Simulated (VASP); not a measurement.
# Cu12F in VASP: single point with PBE

Aim: the single point of Cu12F with PBE.

Program: VASP 6.6.1. These are calculated values, not measurements. Logs are shortened: lines on timing, memory, paths and dates and some standing lists are left out, and cuts for length are marked.

## (1) The cell of the first run

The cell holds a slab with vacuum, 13 atoms: a = 5.132 Å, b = 5.132 Å, c = 19.028 Å, α = 90.00°, β = 90.00°, γ = 90.00°.

## (2) Single point, PBE

The input, INCAR:

```
ALGO = Normal
DIPOL = 0.5 0.5 0.317
EDIFF = 1E-6
ENCUT = 520
GGA = PE
IDIPOL = 3
ISIF = 2
ISMEAR = 0
LASPH = T
LCHARG = T
LDIPOL = T
LELF = T
LREAL = F
LVACPOTAV = T
LVHAR = T
LWAVE = F
NBANDS = 82
NELM = 80
PREC = Accurate
SIGMA = 0.1
```

The input, KPOINTS:

```
k-points
0
Gamma
  5 5 1
```

The input, POSCAR:

```
Cu12F
1.0
    5.1319544646      0.0000000000      0.0000000000
    0.0000000000      5.1319544646      0.0000000000
    0.0000000000      0.0000000000     19.0279312465
Cu F
12 1
Direct
    0.2500000000      0.2500000000      0.2102172826
    0.2500000000      0.7500000000      0.2102172826
    0.7500000000      0.2500000000      0.2102172826
    0.7500000000      0.7500000000      0.2102172826
    0.0000000000      0.0000000000      0.3029241241
    0.0000000000      0.5000000000      0.3029241241
    0.5000000000      0.0000000000      0.3029241241
    0.5000000000      0.5000000000      0.3029241241
    0.2500000000      0.2500000000      0.3956253125
    0.2500000000      0.7500000000      0.3956253125
    0.7500000000      0.2500000000      0.3956253125
    0.7500000000      0.7500000000      0.3956253125
    0.3333333333      0.4166666667      0.4801830559
```

Potentials or basis: VASP PAW PBE potentials, release 64 (Cu, F).

Started as:

```sh
> cat potpaw_PBE.64/Cu/POTCAR potpaw_PBE.64/F/POTCAR > POTCAR
> mpirun -np 1 vasp_std > vasp.out
```

OUTCAR:

```text
EDIFF = 1E-6
   ENCUT = 520
   GGA = PE
   ISIF = 2
   ISMEAR = 0
   LASPH = T
   LREAL = F
   NELM = 80
   PREC = Accurate

 ion  position               nearest neighbor table
   1  0.250  0.250  0.210-   5 2.53   6 2.53   7 2.53   8 2.53   2 2.57   3 2.57   2 2.57   3 2.57

   2  0.250  0.750  0.210-   5 2.53   6 2.53   7 2.53   8 2.53   1 2.57   4 2.57   1 2.57   4 2.57

   3  0.750  0.250  0.210-   5 2.53   6 2.53   7 2.53   8 2.53   1 2.57   4 2.57   4 2.57   1 2.57
[... 15 lines left out ...]
  11  0.750  0.250  0.396-   5 2.53   6 2.53   7 2.53   8 2.53   9 2.57  12 2.57  12 2.57   9 2.57

  12  0.750  0.750  0.396-   5 2.53   6 2.53   7 2.53   8 2.53  10 2.57  11 2.57  11 2.57  10 2.57

  13  0.333  0.417  0.480-   9 1.87

  LATTYP: Found a simple tetragonal cell.
 ALAT       =     5.1319544646
 C/A-ratio  =     3.7077357911

  Lattice vectors:

 A1 = (   5.1319544646,   0.0000000000,   0.0000000000)
 A2 = (   0.0000000000,   5.1319544646,   0.0000000000)
 A3 = (   0.0000000000,   0.0000000000,  19.0279312465)

Analysis of symmetry for initial positions (statically):
=====================================================================
 Subroutine PRICEL returns:
 Original cell was already a primitive cell.

 Routine SETGRP: Setting up the symmetry group for a
 simple tetragonal supercell.

 Subroutine GETGRP returns: Found  1 space group operations
 (whereof  1 operations were pure point group operations)
 out of a pool of 16 trial point group operations.

The static configuration has the point symmetry C_1 .

Analysis of symmetry for dynamics (positions and initial velocities):
=====================================================================
 Subroutine PRICEL returns:
 Original cell was already a primitive cell.

 Routine SETGRP: Setting up the symmetry group for a
 simple tetragonal supercell.

 Subroutine GETGRP returns: Found  1 space group operations
 (whereof  1 operations were pure point group operations)
 out of a pool of 16 trial point group operations.

The dynamic configuration has the point symmetry C_1 .

 Subroutine INISYM returns: Found  1 space group operations
 (whereof  1 operations are pure point group operations),
 and found     1 'primitive' translations

----------------------------------------------------------------------------------------

                                     Primitive cell

  volume of cell :     501.1378

  direct lattice vectors                    reciprocal lattice vectors
     5.131954465  0.000000000  0.000000000     0.194857536  0.000000000  0.000000000
     0.000000000  5.131954465  0.000000000     0.000000000  0.194857536  0.000000000
     0.000000000  0.000000000 19.027931246     0.000000000  0.000000000  0.052554321

  length of vectors
     5.131954465  5.131954465 19.027931246     0.194857536  0.194857536  0.052554321

  position of ions in fractional coordinates (direct lattice)
     0.250000000  0.250000000  0.210217283
     0.250000000  0.750000000  0.210217283
     0.750000000  0.250000000  0.210217283
     0.750000000  0.750000000  0.210217283
     0.000000000  0.000000000  0.302924124
     0.000000000  0.500000000  0.302924124
     0.500000000  0.000000000  0.302924124
     0.500000000  0.500000000  0.302924124
     0.250000000  0.250000000  0.395625313
     0.250000000  0.750000000  0.395625313
     0.750000000  0.250000000  0.395625313
     0.750000000  0.750000000  0.395625313
     0.333333333  0.416666667  0.480183056

  ion indices of the primitive-cell ions
   primitive index   ion index
                 1           1
                 2           2
                 3           3
                 4           4
                 5           5
                 6           6
                 7           7
                 8           8
                 9           9
                10          10
                11          11
                12          12
                13          13

----------------------------------------------------------------------------------------

 KPOINTS: k-points

Automatic generation of k-mesh.
 Grid dimensions read from file:
 generate k-points for:    5    5    1

 Generating k-lattice:

  Cartesian coordinates                     Fractional coordinates (reciprocal lattice)
     0.038971507  0.000000000  0.000000000     0.200000000  0.000000000  0.000000000
     0.000000000  0.038971507  0.000000000     0.000000000  0.200000000  0.000000000
     0.000000000  0.000000000  0.052554321     0.000000000  0.000000000  1.000000000

  Length of vectors
     0.038971507  0.038971507  0.052554321

  Shift w.r.t. Gamma in fractional coordinates (k-lattice)
     0.000000000  0.000000000  0.000000000

 Subroutine IBZKPT returns following result:
 ===========================================

 Found     13 irreducible k-points:

 Following reciprocal coordinates:
            Coordinates               Weight
  0.000000  0.000000  0.000000      1.000000
  0.200000  0.000000  0.000000      2.000000
  0.000000  0.200000  0.000000      2.000000
  0.400000  0.000000  0.000000      2.000000
  0.000000  0.400000  0.000000      2.000000
  0.200000  0.200000  0.000000      2.000000
 -0.200000  0.200000  0.000000      2.000000
  0.400000  0.200000  0.000000      2.000000
 -0.200000  0.400000  0.000000      2.000000
 -0.400000  0.200000  0.000000      2.000000
  0.200000  0.400000  0.000000      2.000000
  0.400000  0.400000  0.000000      2.000000
 -0.400000  0.400000  0.000000      2.000000
   k-points           NKPTS =     13   k-points in BZ     NKDIM =     13   number of bands    NBANDS=     82
   number of dos      NEDOS =    301   number of ions     NIONS =     13
   total plane-waves  NPLWV = 230400
   dimension x,y,z NGX =    40 NGY =   40 NGZ =  144
   dimension x,y,z NGXF=    80 NGYF=   80 NGZF=  288
   ions per type =              12   1
   NGX,Y,Z   is equivalent  to a cutoff of  12.96, 12.96, 12.58 a.u.
   NGXF,Y,Z  is equivalent  to a cutoff of  25.92, 25.92, 25.16 a.u.
 SYSTEM =  unknown system
   PREC   = accura    normal or accurate (medium, high low for compatibility)
   ISTART =      0    job   : 0-new  1-cont  2-samecut
   ICHARG =      2    charge: 1-file 2-atom 10-const
   ISPIN  =      1    spin polarized calculation?
   LNONCOLLINEAR =      F non collinear calculations
   LSORBIT =      F    spin-orbit coupling
   LASPH  =      T    aspherical Exc in radial PAW
   ENCUT  =  520.0 eV  38.22 Ry    6.18 a.u.   9.54  9.54 35.38*2*pi/ulx,y,z
   NELM   =     80;   NELMIN=  2; NELMDL= -5     # of ELM steps
   EDIFF  = 0.1E-05   stopping-criterion for ELM
   LREAL  =      F    real-space projection
   EDIFFG = 0.1E-04   stopping-criterion for IOM
   NSW    =      0    number of steps for IOM
   IBRION =     -1    ionic relax: 0-MD 1-quasi-New 2-CG
   NFREE  =      0    steps in history (QN), initial steepest desc. (CG)
   ISIF   =      2    stress and relaxation
   ISYM   =      2    0-nonsym 1-usesym 2-fastsym
   POTIM  = 0.5000    time-step for ionic-motion
   TEBEG  =    0.0;   TEEND  =   0.0 temperature during run
   PSTRESS=    0.0 pullay stress
   NELECT =     139.0000    total number of electrons
   NUPDOWN=      -1.0000    fix difference up-down
   EMIN   =  10.00;   EMAX   =-10.00  energy-range for DOS
   EFERMI =   0.00;   METHOD = LEGACY
   ISMEAR =     0;   SIGMA  =   0.10  broadening in eV -4-tet -1-fermi 0-gaus
   EFERMI_NEDOS =   21; number of points for ismear=-14 and -15
   IALGO  =     38    algorithm
   IMIX   =      4    mixing-type and parameters
     AMIX     =   0.40;   BMIX     =  1.00
     AMIX_MAG =   1.60;   BMIX_MAG =  1.00
  volume/ion in A,a.u.               =      38.55       260.14
  Fermi-wavevector in a.u.,A,eV,Ry     =   1.067646  2.017559 15.508853  1.139869
  Thomas-Fermi vector in A             =   2.203269
   LORBIT       =      0    0 simple, 1 ext, 2 COOP (PROOUT), +10 PAW based schemes
   GGA     = PE    functional components
   LHFCALC =     F    Hartree Fock is set to
   AEXX    =    0.0000 exact exchange contribution
   IVDW    =     0    specifies the selected vdW correction
   LEPSILON=     F    determine dielectric tensor
   LRPA    =     F    only Hartree local field effects (RPA)
 non-spin polarized calculation
 Gauss-broadening in eV      SIGMA  =   0.10
  energy-cutoff  :      520.00
  volume of cell :      501.14
 maximum number of plane-waves:     13595
 NGX is ok and might be reduce to    40
   NGX = 19   NGY = 19   NGZ = 71

 dipolmoment           0.000000      0.000000     -0.000005 electrons x Angstroem

 number of electron     138.9999782 magnetization

 dipolmoment           0.000000      0.000000      0.232169 electrons x Angstroem

 Free energy of the ion-electron system (eV)
  ---------------------------------------------------
  ext. energy  EPLUGINS =         0.00000000
  ---------------------------------------------------
  free energy    TOTEN  =       -44.39526884 eV

  energy without entropy =      -44.36627284  energy(sigma->0) =      -44.38077084

 E-fermi :  -1.5490     XC(G=0):  -4.7425

 val. band max:       -1.5786949041   @ k =   0.2000   0.0000   0.0000
 cond. band min:      -1.5250940445   @ k =   0.0000   0.0000   0.0000
 fundamental gap:      0.0536008596
 Fermi energy:        -1.5490410391

 k-point     1 :       0.0000    0.0000    0.0000
  band No.  band energies     occupation
      1     -23.5952      2.00000
      2      -9.8320      2.00000
      3      -7.3251      2.00000
      4      -6.3861      2.00000
      5      -6.3139      2.00000
      6      -6.2664      2.00000
[... 1081 lines left out ...]
     80       4.4019      0.00000
     81       4.4262      0.00000
 [bands above 81 left out]

------------------------ aborting loop because EDIFF is reached ----------------------------------------

  FORCE on cell =-STRESS in cart. coord.  units (eV):
  Direction    XX          YY          ZZ          XY          YZ          ZX
  --------------------------------------------------------------------------------------
  -------------------------------------------------------------------------------------
  Total       -3.2722686     -3.3405591      1.1461562      0.2417654      0.8252372      0.1236670
  in kB      -10.4617025    -10.6800327      3.6643523      0.7729431      2.6383489      0.3953733
  external PRESSURE =      -5.8257943 kB  Pullay stress =       0.0000000 kB

 VOLUME and BASIS-vectors are now :
 -----------------------------------------------------------------------------
  energy-cutoff  :      520.00
  volume of cell :      501.14
      direct lattice vectors                 reciprocal lattice vectors
     5.131954465  0.000000000  0.000000000     0.194857536  0.000000000  0.000000000
     0.000000000  5.131954465  0.000000000     0.000000000  0.194857536  0.000000000
     0.000000000  0.000000000 19.027931246     0.000000000  0.000000000  0.052554321

 POSITION                                       TOTAL-FORCE (eV/Angst)
 -----------------------------------------------------------------------------------
      1.28299      1.28299      4.00000         0.016426      0.032699     -0.050606
      1.28299      3.84897      4.00000         0.011075     -0.033624     -0.069980
      3.84897      1.28299      4.00000        -0.017447      0.016964     -0.070463
      3.84897      3.84897      4.00000        -0.010263     -0.016934     -0.078394
      0.00000      0.00000      5.76402         0.156408      0.059719      0.136040
      0.00000      2.56598      5.76402        -0.068992     -0.035532     -0.066889
      2.56598      0.00000      5.76402        -0.122755     -0.018958      0.015421
      2.56598      2.56598      5.76402         0.071002      0.023293     -0.175608
      1.28299      1.28299      7.52793        -0.235714     -0.523735     -0.031958
      1.28299      3.84897      7.52793         0.015337     -0.080193      0.378572
      3.84897      1.28299      7.52793         0.010323     -0.089032      0.021388
      3.84897      3.84897      7.52793         0.057945      0.124253     -0.103555
      1.71065      2.13831      9.13689         0.116655      0.541080      0.096032
 -----------------------------------------------------------------------------------
    total drift:                                0.000632     -0.000658      0.000862

  FREE ENERGIE OF THE ION-ELECTRON SYSTEM (eV)
  ---------------------------------------------------
  free  energy   TOTEN  =       -44.3952688412 eV

  energy  without entropy=      -44.3662728420  energy(sigma->0) =      -44.38077084

 vacuum level on the upper side and lower side of the slab         4.630         3.035
```

Wall time 33 min (1 thread of Intel Xeon Platinum 8259CL at 2.50GHz (Skylake/Cascade Lake), shared host); peak memory 0.7 GiB.

Results:

```
Free energy            : -44.3953 eV
Largest force          : 0.575 eV/Å
Band gap on the k mesh : zero (an odd number of electrons rules out a gap without spin polarisation)
```

Forces in eV/Å, atoms in the order of the input:
```
Cu   0.016  0.033 -0.051
Cu   0.011 -0.034 -0.070
Cu  -0.017  0.017 -0.070
Cu  -0.010 -0.017 -0.078
Cu   0.156  0.060  0.136
Cu  -0.069 -0.036 -0.067
Cu  -0.123 -0.019  0.015
Cu   0.071  0.023 -0.176
Cu  -0.236 -0.524 -0.032
Cu   0.015 -0.080  0.379
Cu   0.010 -0.089  0.021
Cu   0.058  0.124 -0.104
F    0.117  0.541  0.096
```

Caveat: an odd number of electrons without spin polarisation forces a metal; a magnetic or distorted state may lie lower.

The gap in the log of VASP goes by the Fermi energy; the results here count the filled bands.